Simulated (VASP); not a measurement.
## HfO2: electric field gradients with LDA

Crystal: HfO2.

```
Hf O
1.0
     0.00000    2.52293    2.52293
     2.52293    0.00000    2.52293
     2.52293    2.52293    0.00000
Hf O
1 2
Direct
  0.00000 0.00000 0.00000
  0.25000 0.25000 0.25000
  0.75000 0.75000 0.75000
```

This cell differs from its parent crystal: volume scaled by 0.96.

```json
{
  "Program": "VASP 6.6.1",
  "Task": "electric field gradients",
  "Functional": "LDA",
  "Potentials or basis": "VASP PAW LDA potentials, release 64 (Hf_pv, O)",
  "Cutoff": "520 eV",
  "k mesh": "9 × 9 × 9",
  "Occupations": "fermi-dirac, width 0.01 eV",
  "Spin": "no spin polarisation",
  "Dipole correction": "no",
  "Further INCAR settings": "ALGO = Normal; EDIFF = 1e-08; NBANDS = 18"
}
```

```yaml
Pressure: -10.2 GPa
Band_gap_on_the_k_mesh: 3.75 eV, indirect (least direct gap 3.87 eV)
```

Levels at points of the mesh, in eV from the valence-band top:
```csv
k point,band 8,band 9,band 10,band 11,band 12,band 13,band 14,band 15
"(0.00, 0.00, 0.00)",-5.44,-0.57,-0.57,-0.57,3.77,3.77,5.86,10.60
```

It took 41 s on 1 thread of AMD EPYC 7R13 (shared host), peak memory 0.12 GiB.

Caveat: without QUAD_EFG the Cq values of the log hold for a quadrupole moment of 1 mb, not for the nuclei; spin-orbit coupling is left out, which moves the levels of the heavy elements. A k mesh can miss the band edges.
